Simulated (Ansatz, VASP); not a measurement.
## Pb in VASP and in Ansatz

INCAR

```
PREC = Accurate
ENCUT = 520
EDIFF = 1E-6
ISMEAR = -1
SIGMA = 0.05
LREAL = False
LASPH = True
NELM = 80
ALGO = Normal
ISIF = 2
LWAVE = False
LCHARG = False
NBANDS = 21
```

File KPOINTS:

```
regular mesh
0
Gamma
  8 8 8
```

Contents of POSCAR:

```
Pb
1.0
    0.0000000000      3.4046100549      3.4390000555
    3.4046100549      0.0000000000      3.4390000555
    3.4046100549      3.4046100549      0.0000000000
Pb
2
Direct
    0.0000000000      0.0000000000      0.0000000000
    0.2500000000      0.2500000000      0.2500000000
```

Input for Ansatz:

```yaml
crystal:
  lattice:
    - [0.0, 3.4046100549, 3.4390000555]
    - [3.4046100549, 0.0, 3.4390000555]
    - [3.4046100549, 3.4046100549, 0.0]
  atoms:
    - { symbol: Pb, position: [0.0, 0.0, 0.0] }
    - { symbol: Pb, position: [0.25, 0.25, 0.25] }
kpoints:
  mp_grid: { grid: [8, 8, 8] }
  band_path:
    path:
      - [0.0, 0.0, 0.0]
      - [0.0, 0.5, 0.5]
      - [0.25, 0.75, 0.5]
      - [0.0, 0.5, 0.0]
      - [0.0, 0.0, 0.0]
      - [0.5, 0.5, 0.0]
      - [0.3725125, 0.6274875, 0.0]
      - [-0.3725125, 0.3725125, 0.0]
      - [0.0, 0.0, 0.0]
    npoints: 5
scf:
  occupations: { method: fermi_dirac, width: 0.05 }
hamiltonian:
  xc: lda
  pseudopotentials: { kind: all_electron, lapw: { basis_error: 0.00025 } }
output:
  forces: true
  stress: true
  eigenvalues: true
```

Change from the starting cell: equal xx and yy strain of -1 %.

Alike in both runs: task single point; functional LDA; k mesh 8 × 8 × 8; occupations fermi-dirac, width 0.05 eV; no spin polarisation.

```csv
,VASP,Ansatz
version,VASP 6.6.1,Ansatz 0.2.0
potentials or method,"VASP PAW LDA potentials, release 64 (Pb_d), cutoff 520 eV","all-electron LAPW, scalar-relativistic"
```

|  | VASP | Ansatz | Ansatz less VASP |
| --- | --- | --- | --- |
| pressure (GPa) | -0.1 | -0.1 | -0.01 |
| traceless stress, the component that is largest in VASP (GPa) | -0.07 | -0.07 | +0.001 |

LDA's correlation is that of Perdew and Zunger in VASP and of Perdew and Wang (1992) in Ansatz. Ansatz ran all-electron here, and VASP with PAW potentials.

Spin-orbit coupling is off throughout.
